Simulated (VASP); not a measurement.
# Cs (C2/m) in VASP: relaxation of cell and atoms with PBE

Aim: the relaxation of cell and atoms of Cs with PBE.

All numbers are computed with VASP 6.6.1; they aren't measurements. Logs are shortened: lines on timing, memory, paths and dates and some standing lists are left out, and cuts for length are marked.

**1. The cell of the first run**

Symmetry: C2/m, No. 12, monoclinic system. Conventional cell: a = 5.936 Å, b = 8.529 Å, c = 5.023 Å, α = 90.00°, β = 120.26°, γ = 90.00°.

**2. Relaxation of cell and atoms, PBE (109.84 Å³/atom)**

The input, POSCAR:

```
Cs
1.0
    2.9678314349     -4.2645901317      0.0000000000
    2.9678314349      4.2645901317      0.0000000000
   -2.5312845841      0.0000000000      4.3390609006
Cs
1
Direct
    0.0000000000      0.0000000000      0.5000000000
```

The input, INCAR.step1:

```
SYSTEM = Cs
GGA      = PE             ! functional
ISMEAR   = 1              ! smearing method
SIGMA    = 0.05           ! smearing width, eV
LWAVE    = .FALSE.        ! write WAVECAR
LCHARG   = .FALSE.        ! write CHGCAR
NSW      = 80             ! ionic steps
PREC     = Accurate       ! precision mode
LASPH    = .TRUE.         ! aspherical terms in the spheres
LREAL    = .FALSE.        ! projectors in reciprocal space
ALGO     = Normal         ! electronic algorithm
EDIFF    = 1E-7           ! SCF threshold, eV
NELM     = 120            ! most SCF steps
GGA_COMPAT= .FALSE.      
IBRION   = 2              ! ionic algorithm
ISIF     = 3              ! what is computed and relaxed
EDIFFG   = -0.002         ! ionic threshold
NELMIN   = 4            
ENCUT    = 650            ! plane-wave cutoff, eV
KPAR     = 8            
POTIM    = 0.5            ! step
```

The input, INCAR.step4:

```
SYSTEM = Cs
GGA      = PE             ! functional
ISMEAR   = 1              ! smearing method
SIGMA    = 0.05           ! smearing width, eV
LWAVE    = .FALSE.        ! write WAVECAR
LCHARG   = .FALSE.        ! write CHGCAR
PREC     = Accurate       ! precision mode
LASPH    = .TRUE.         ! aspherical terms in the spheres
LREAL    = .FALSE.        ! projectors in reciprocal space
ALGO     = Normal         ! electronic algorithm
EDIFF    = 1E-7           ! SCF threshold, eV
NELM     = 120            ! most SCF steps
GGA_COMPAT= .FALSE.      
ISIF     = 2              ! what is computed and relaxed
ENCUT    = 650            ! plane-wave cutoff, eV
KPAR     = 8
```

The input, KPOINTS:

```
Automatic mesh
0
Gamma
  8 8 9
  0 0 0
```

Potentials or basis: VASP PAW PBE potentials, release 64 (Cs_sv).

Run with:

```bash
$ cat potpaw_PBE.64/Cs_sv/POTCAR > POTCAR
$ cp INCAR.step1 INCAR
$ cp POSCAR.step1 POSCAR
$ mpirun -np 8 vasp_std > vasp.out
$ cp CONTCAR POSCAR
$ mpirun -np 8 vasp_std > vasp.out
$ cp CONTCAR POSCAR
$ mpirun -np 8 vasp_std > vasp.out
$ cp CONTCAR POSCAR
$ cp INCAR.step4 INCAR
$ mpirun -np 8 vasp_std > vasp.out
```

OUTCAR:

```text
SYSTEM = Cs
   GGA = PE
   ISMEAR = 1
   PREC = Accurate
   LASPH = .TRUE.
   LREAL = .FALSE.
   EDIFF = 1E-7
   NELM = 120
   ISIF = 2
   ENCUT = 650

 ion  position               nearest neighbor table
   1  0.000  0.000  0.500-

  Warning from LATTYP: Got some problem with cell dimensions!
  Tried to take original basis but could not verify dimensions!
  LATTYP: Found a base centered monoclinic cell.
 ALAT       =     5.9187775719
 B/A-ratio  =     1.5216912897
 C/A-ratio  =     0.8957009449
 COS(beta)  =    -0.5557761995

  Lattice vectors:

 A1 = (  -2.9553617128,   4.5032761385,   0.1543344844)
 A2 = (  -2.9553617128,  -4.5032761385,   0.1543344844)
 A3 = (   3.1722554704,   0.0000000000,   4.2476130693)

Analysis of symmetry for initial positions (statically):
=====================================================================
 Subroutine PRICEL returns:
 Original cell was already a primitive cell.

 Routine SETGRP: Setting up the symmetry group for a
 base centered monoclinic supercell.

 Subroutine GETGRP returns: Found  4 space group operations
 (whereof  4 operations were pure point group operations)
 out of a pool of  4 trial point group operations.

The static configuration has the point symmetry C_2h.

Analysis of symmetry for dynamics (positions and initial velocities):
=====================================================================
 Subroutine PRICEL returns:
 Original cell was already a primitive cell.

 Routine SETGRP: Setting up the symmetry group for a
 base centered monoclinic supercell.

 Subroutine GETGRP returns: Found  4 space group operations
 (whereof  4 operations were pure point group operations)
 out of a pool of  4 trial point group operations.

The dynamic configuration has the point symmetry C_2h.

 Subroutine INISYM returns: Found  4 space group operations
 (whereof  4 operations are pure point group operations),
 and found     1 'primitive' translations

----------------------------------------------------------------------------------------

                                     Primitive cell

  volume of cell :     117.4709

  direct lattice vectors                    reciprocal lattice vectors
     2.955361713 -4.503276139 -0.154334484     0.174666274 -0.111030278  0.104979891
     2.955361713  4.503276139 -0.154334484     0.174666274  0.111030278  0.104979891
    -2.738467955  0.000000000  4.556282038     0.011832906  0.000000000  0.226589141

  length of vectors
     5.388643425  5.388643425  5.315911281     0.232070695  0.232070695  0.226897899

  position of ions in fractional coordinates (direct lattice)
     1.000000000  1.000000000  0.500000000

  ion indices of the primitive-cell ions
   primitive index   ion index
                 1           1

----------------------------------------------------------------------------------------

 KPOINTS: Automatic mesh

Automatic generation of k-mesh.
 Grid dimensions read from file:
 generate k-points for:    8    8    9

 Generating k-lattice:

  Cartesian coordinates                     Fractional coordinates (reciprocal lattice)
     0.021833284 -0.013878785  0.013122486     0.125000000  0.000000000 -0.000000000
     0.021833284  0.013878785  0.013122486     0.000000000  0.125000000 -0.000000000
     0.001314767  0.000000000  0.025176571     0.000000000  0.000000000  0.111111111

  Length of vectors
     0.029008837  0.029008837  0.025210878

  Shift w.r.t. Gamma in fractional coordinates (k-lattice)
     0.000000000  0.000000000  0.000000000

 Subroutine IBZKPT returns following result:
 ===========================================

 Found    165 irreducible k-points:

 Following reciprocal coordinates:
            Coordinates               Weight
  0.000000  0.000000  0.000000      1.000000
  0.125000  0.000000 -0.000000      4.000000
  0.250000  0.000000 -0.000000      4.000000
  0.375000 -0.000000 -0.000000      4.000000
  0.500000  0.000000 -0.000000      2.000000
  0.125000  0.125000 -0.000000      2.000000
[... 16 lines left out ...]
  0.125000  0.000000  0.111111      4.000000
  0.250000  0.000000  0.111111      4.000000
 [... further k-points ...]
   k-points           NKPTS =    165   k-points in BZ     NKDIM =    165   number of bands    NBANDS=      8
   number of dos      NEDOS =    301   number of ions     NIONS =      1
   total plane-waves  NPLWV = 110592
   dimension x,y,z NGX =    48 NGY =   48 NGZ =   48
   dimension x,y,z NGXF=    96 NGYF=   96 NGZF=   96
   ions per type =               1
   NGX,Y,Z   is equivalent  to a cutoff of  14.81, 14.81, 15.01 a.u.
   NGXF,Y,Z  is equivalent  to a cutoff of  29.62, 29.62, 30.02 a.u.
 SYSTEM =  Cs
   PREC   = accura    normal or accurate (medium, high low for compatibility)
   ISTART =      0    job   : 0-new  1-cont  2-samecut
   ICHARG =      2    charge: 1-file 2-atom 10-const
   ISPIN  =      1    spin polarized calculation?
   LNONCOLLINEAR =      F non collinear calculations
   LSORBIT =      F    spin-orbit coupling
   LASPH  =      T    aspherical Exc in radial PAW
   ENCUT  =  650.0 eV  47.77 Ry    6.91 a.u.  11.20 11.20 11.05*2*pi/ulx,y,z
   NELM   =    120;   NELMIN=  2; NELMDL=  0     # of ELM steps
   EDIFF  = 0.1E-06   stopping-criterion for ELM
   LREAL  =      F    real-space projection
   EDIFFG = 0.1E-05   stopping-criterion for IOM
   NSW    =      0    number of steps for IOM
   IBRION =     -1    ionic relax: 0-MD 1-quasi-New 2-CG
   NFREE  =      0    steps in history (QN), initial steepest desc. (CG)
   ISIF   =      2    stress and relaxation
   ISYM   =      2    0-nonsym 1-usesym 2-fastsym
   POTIM  = 0.5000    time-step for ionic-motion
   TEBEG  =    0.0;   TEEND  =   0.0 temperature during run

   SCALEE = 1.0000    scale energy and forces
   PSTRESS=    0.0 pullay stress
   NELECT =       9.0000    total number of electrons
   NUPDOWN=      -1.0000    fix difference up-down
   EMIN   =  10.00;   EMAX   =-10.00  energy-range for DOS
   EFERMI =   0.00;   METHOD = LEGACY
   ISMEAR =     1;   SIGMA  =   0.05  broadening in eV -4-tet -1-fermi 0-gaus
   EFERMI_NEDOS =   21; number of points for ismear=-14 and -15
   IALGO  =     38    algorithm
   IMIX   =      4    mixing-type and parameters
     AMIX     =   0.40;   BMIX     =  1.00
     AMIX_MAG =   1.60;   BMIX_MAG =  1.00
  volume/ion in A,a.u.               =     117.47       792.73
  Fermi-wavevector in a.u.,A,eV,Ry     =   0.695311  1.313947  6.577833  0.483457
  Thomas-Fermi vector in A             =   1.778048
   LORBIT       =      0    0 simple, 1 ext, 2 COOP (PROOUT), +10 PAW based schemes
   GGA     = PE    functional components
   LHFCALC =     F    Hartree Fock is set to
   AEXX    =    0.0000 exact exchange contribution
   IVDW    =     0    specifies the selected vdW correction
   LEPSILON=     F    determine dielectric tensor
   LRPA    =     F    only Hartree local field effects (RPA)

   CSHIFT  =0.1000    complex shift for real part using Kramers Kronig

   OMEGAMAX=  -1.0    maximum frequency
 non-spin polarized calculation
 Methfessel and Paxton  Order N= 1 SIGMA  =   0.05
  energy-cutoff  :      650.00
  volume of cell :      117.47
 maximum number of plane-waves:      4452
 NGX is ok and might be reduce to    48
   NGX = 23   NGY = 23   NGZ = 23

 number of electron       8.9999999 magnetization

 Free energy of the ion-electron system (eV)
  ---------------------------------------------------
  ext. energy  EPLUGINS =         0.00000000
  ---------------------------------------------------
  free energy    TOTEN  =        -0.84763313 eV

  energy without entropy =       -0.84764796  energy(sigma->0) =       -0.84763807

 E-fermi :   0.3858     XC(G=0):  -5.3545

 val. band max:        0.3765379399   @ k =   0.5000   0.2500  -0.0000
 cond. band min:       0.3892205389   @ k =  -0.2500   0.1250   0.4444
 fundamental gap:      0.0126825990
 Fermi energy:         0.3857545366

 k-point     1 :       0.0000    0.0000    0.0000
  band No.  band energies     occupation
      1     -23.4701      2.00000
      2     -10.2201      2.00000
      3     -10.2149      2.00000
      4     -10.2129      2.00000
      5      -1.2559      2.00000
      6       2.7091      0.00000
      7       2.9338      0.00000
      8       3.0249      0.00000

 k-point     2 :       0.1250    0.0000   -0.0000
  band No.  band energies     occupation
      1     -23.4692      2.00000
      2     -10.2347      2.00000
      3     -10.2236      2.00000
      4     -10.2161      2.00000
      5      -1.0836      2.00000
      6       2.6299      0.00000
      7       2.7677      0.00000
      8       3.0414      0.00000

 k-point     3 :       0.2500    0.0000   -0.0000
  band No.  band energies     occupation
      1     -23.4670      2.00000
      2     -10.2803      2.00000
      3     -10.2393      2.00000
      4     -10.2176      2.00000
      5      -0.6048      2.00000
      6       2.1702      0.00000
      7       2.3149      0.00000
      8       3.4941      0.00000

 k-point     4 :       0.3750   -0.0000   -0.0000
  band No.  band energies     occupation
      1     -23.4648      2.00000
      2     -10.3250      2.00000
      3     -10.2548      2.00000
      4     -10.2189      2.00000
      5       0.0474      2.00000
      6       1.6124      0.00000
      7       2.0563      0.00000
      8       3.6920      0.00000

 k-point     5 :       0.5000    0.0000   -0.0000
  band No.  band energies     occupation
      1     -23.4639      2.00000
      2     -10.3432      2.00000
      3     -10.2611      2.00000
      4     -10.2194      2.00000
      5       0.4750     -0.03008
      6       1.3031     -0.00000
      7       1.9627      0.00000
      8       3.5939      0.00000
[... 177 lines left out ...]
 k-point    22 :       0.0000    0.0000    0.1111
  band No.  band energies     occupation
      1     -23.4694      2.00000
      2     -10.2297      2.00000
      3     -10.2196      2.00000
      4     -10.2193      2.00000
      5      -1.1252      2.00000
      6       2.6315      0.00000
      7       2.8955      0.00000
      8       3.0686      0.00000

 k-point    23 :       0.1250    0.0000    0.1111
  band No.  band energies     occupation
      1     -23.4678      2.00000
      2     -10.2620      2.00000
      3     -10.2286      2.00000
      4     -10.2213      2.00000
      5      -0.8188      2.00000
      6       2.3637      0.00000
      7       2.5510      0.00000
      8       3.2453      0.00000

 k-point    24 :       0.2500    0.0000    0.1111
  band No.  band energies     occupation
      1     -23.4656      2.00000
      2     -10.3050      2.00000
      3     -10.2469      2.00000
      4     -10.2231      2.00000
      5      -0.2480      2.00000
      6       1.8836      0.00000
      7       2.1437      0.00000
      8       3.4968      0.00000

 [... further k-points ...]

------------------------ aborting loop because EDIFF is reached ----------------------------------------

  FORCE on cell =-STRESS in cart. coord.  units (eV):
  Direction    XX          YY          ZZ          XY          YZ          ZX
  --------------------------------------------------------------------------------------
  -------------------------------------------------------------------------------------
  Total       -0.0002269      0.0012042     -0.0009071      0.0000000      0.0000000     -0.0013442
  in kB       -0.0030946      0.0164243     -0.0123716      0.0000000      0.0000000     -0.0183329
  external PRESSURE =       0.0003194 kB  Pullay stress =       0.0000000 kB

 VOLUME and BASIS-vectors are now :
 -----------------------------------------------------------------------------
  energy-cutoff  :      650.00
  volume of cell :      117.47
      direct lattice vectors                 reciprocal lattice vectors
     2.955361713 -4.503276139 -0.154334484     0.174666274 -0.111030278  0.104979891
     2.955361713  4.503276139 -0.154334484     0.174666274  0.111030278  0.104979891
    -2.738467955  0.000000000  4.556282038     0.011832906  0.000000000  0.226589141

 POSITION                                       TOTAL-FORCE (eV/Angst)
 -----------------------------------------------------------------------------------
     -1.36923      0.00000      2.27814         0.000000      0.000000      0.000000
 -----------------------------------------------------------------------------------
    total drift:                                0.000000      0.000000      0.000000

  FREE ENERGIE OF THE ION-ELECTRON SYSTEM (eV)
  ---------------------------------------------------
  free  energy   TOTEN  =        -0.8476331276 eV

  energy  without entropy=       -0.8476479573  energy(sigma->0) =       -0.84763807
```

It took 5.1 min on 8 MPI ranks of Intel Xeon 6975P-C (Granite Rapids), shared host; peak memory 0.48 GiB.

Results:

- Free energy: -0.8476 eV
- Relaxed volume: 117.47 Å³/atom
- Relaxed cell: a = 5.389 Å, b = 5.389 Å, c = 5.316 Å, α = 107.88°, β = 107.88°, γ = 113.38°
- Space group after relaxing (to 0.1 Å): Fmmm (No. 69)
- Energy gained by relaxing: 8.4 meV/atom
- Ionic steps: 28
- Pressure after relaxing: 0.0 GPa
- Band gap on the k mesh: zero (an odd number of electrons rules out a gap without spin polarisation)

Step by step:
```csv
step,energy change (eV),largest force (eV/Å),pressure (GPa),volume (Å³)
1,0.0000,0.0000,0.15,109.84
2,-0.0020,0.0000,0.11,111.43
3,-0.0056,0.0000,0.02,116.27
4,-0.0034,0.0000,-0.13,126.24
5,-0.0061,0.0000,-0.04,119.43
6,-0.0066,0.0000,-0.04,118.96
7,-0.0074,0.0000,0.00,117.54
8,-0.0075,0.0000,0.00,116.98
9,-0.0077,0.0000,0.00,117.00
10,-0.0080,0.0000,0.01,117.03
11,-0.0082,0.0000,0.00,117.40
12,-0.0082,0.0000,0.00,117.62
13,-0.0082,0.0000,-0.01,118.05
14,-0.0082,0.0000,-0.02,117.75
15,-0.0082,0.0000,-0.01,117.68
16,-0.0082,0.0000,0.01,117.00
17,-0.0082,0.0000,0.00,117.26
18,-0.0082,0.0000,0.00,117.28
19,-0.0082,0.0000,0.00,117.27
20,-0.0082,0.0000,0.00,117.38
21,-0.0082,0.0000,0.00,117.47
22,-0.0082,0.0000,0.00,117.44
23,-0.0082,0.0000,-0.01,117.78
24,-0.0082,0.0000,0.00,117.55
25,-0.0082,0.0000,0.00,117.50
26,-0.0082,0.0000,0.00,117.47
27,-0.0084,0.0000,0.00,117.47
28,-0.0084,0.0000,0.00,117.47
```

Final structure:
```yaml
crystal:
  lattice:
    - [2.95536, -4.50328, -0.15433]
    - [2.95536, 4.50328, -0.15433]
    - [-2.73847, 0.00000, 4.55628]
  atoms:
    - { symbol: Cs, position: [0.00000, 0.00000, 0.50000] }
```

Caveat: spin-orbit coupling is left out, which moves the levels of the heavy elements.
